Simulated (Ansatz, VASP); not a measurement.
## Two plane-wave programs on HC20

```
C H
1.0
     7.20155    0.00000    0.00000
    -3.31941    7.79078    0.00000
     0.00000    0.00000   22.79168
C H
40 2
Cartesian
  1.2478 1.2988 4.0000
  -0.4119 5.1941 4.0000
  4.8486 1.2988 4.0000
  3.1889 5.1941 4.0000
  0.6932 2.5966 4.0000
  -0.9665 6.4920 4.0000
  4.2940 2.5966 4.0000
  2.6343 6.4920 4.0000
  0.4180 3.2465 5.2223
  -1.2417 7.1418 5.2223
  4.0188 3.2465 5.2223
  2.3591 7.1418 5.2223
  1.5231 0.6489 5.2223
  -0.1366 4.5443 5.2223
  5.1239 0.6489 5.2223
  3.4642 4.5443 5.2223
  1.2442 1.3061 6.4438
  -0.4155 5.2015 6.4438
  4.8450 1.3061 6.4438
  3.1853 5.2015 6.4438
  0.6969 2.5893 6.4438
  -0.9628 6.4846 6.4438
  4.2976 2.5893 6.4438
  2.6379 6.4846 6.4438
  0.4122 3.2592 7.6703
  -1.2475 7.1546 7.6703
  4.0130 3.2592 7.6703
  2.3533 7.1546 7.6703
  1.5289 0.6362 7.6703
  -0.1308 4.5316 7.6703
  5.1296 0.6362 7.6703
  3.4699 4.5316 7.6703
  1.2137 1.3803 8.7917
  -0.4460 5.2757 8.7917
  4.8144 1.3803 8.7917
  3.1547 5.2757 8.7917
  0.7274 2.5151 8.7917
  -0.9323 6.4105 8.7917
  4.3282 2.5151 8.7917
  2.6685 6.4105 8.7917
  6.4216 1.8274 9.2417
  5.8356 3.2028 9.2417
```

Alike in both runs: task single point; functional LDA; k mesh 4 × 4 × 1; occupations gaussian, width 0.05 eV; no spin polarisation.

|  | VASP | Ansatz |
| --- | --- | --- |
| version | VASP 6.6.1 | Ansatz 0.2.0 |
| potentials or method | VASP PAW LDA potentials, release 64 (C, H), cutoff 520 eV | scalar-relativistic, plane waves, PAW |
| valence electrons in the cell | 162 | 162 |

```tsv
	VASP	Ansatz	Ansatz less VASP
gap on the k mesh at the Fermi level (eV)	none	none	-
rms of the force components (eV/Å)	1.999	2.003	+0.0039
```

Ansatz warns that its potentials were made for another functional, while VASP's fit it. LDA's correlation is that of Perdew and Zunger in VASP and of Perdew and Wang (1992) in Ansatz. Atom by atom the forces differ by 0.030 eV/Å (rms over components). A gap of «none» marks a metal or a gap that the smearing closes.
